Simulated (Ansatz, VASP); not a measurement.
## Pb in VASP and in Ansatz

INCAR

```
PREC = Accurate ; ENCUT = 600
EDIFF = 1E-7 ; ISMEAR = -1
SIGMA = 0.05 ; LREAL = F
LASPH = T ; NELM = 60
ALGO = Normal ; ISIF = 3
LWAVE = F ; LCHARG = F
GGA = PE ; IBRION = 2
NSW = 45 ; EDIFFG = -0.005
```

Contents of KPOINTS:

```
Automatic mesh
0
Gamma
  13 13 13
```

Contents of POSCAR:

```
Pb
1.0
    3.2517279273      0.0000000000      0.0000000000
    0.0000000000      3.2517279273      0.0000000000
    0.0000000000      0.0000000000      3.2517279273
Pb
1
Direct
    0.0000000000      0.0000000000      0.0000000000
```

Input for Ansatz:

```yaml
crystal:
  lattice:
    - [3.2517279273, 0.0, 0.0]
    - [0.0, 3.2517279273, 0.0]
    - [0.0, 0.0, 3.2517279273]
  atoms:
    - { symbol: Pb, position: [0.0, 0.0, 0.0] }
kpoints:
  mp_grid: { grid: [13, 13, 13] }
scf:
  occupations: { method: fermi_dirac, width: 0.05 }
hamiltonian:
  xc: pbe
  pseudopotentials: { kind: all_electron, lapw: { basis_error: 0.0005 } }
output:
  forces: true
  stress: true
  eigenvalues: true
  populations: true
relax:
  f_tol: 0.005
  max_steps: 25
  cell: {}
```

Alike in both runs: task relaxation of cell and atoms; functional PBE; k mesh 13 × 13 × 13; occupations fermi-dirac, width 0.05 eV; no spin polarisation.

```csv
,VASP,Ansatz
version,VASP 6.6.1,Ansatz 0.2.0
potentials or method,"VASP PAW PBE potentials, release 64 (Pb_d), cutoff 600 eV","all-electron LAPW, scalar-relativistic"
```

```csv
,VASP,Ansatz,Ansatz less VASP
relaxed volume (Å³/atom),34.38,34.38,0.000
relaxed cell length with the largest relative difference (Å),3.252,3.252,0.0000
```

Ansatz ran all-electron here, and VASP with PAW potentials.

Spin-orbit coupling is off throughout. Noted on VASP's run: the relaxation stopped at its first step, so nothing moved.
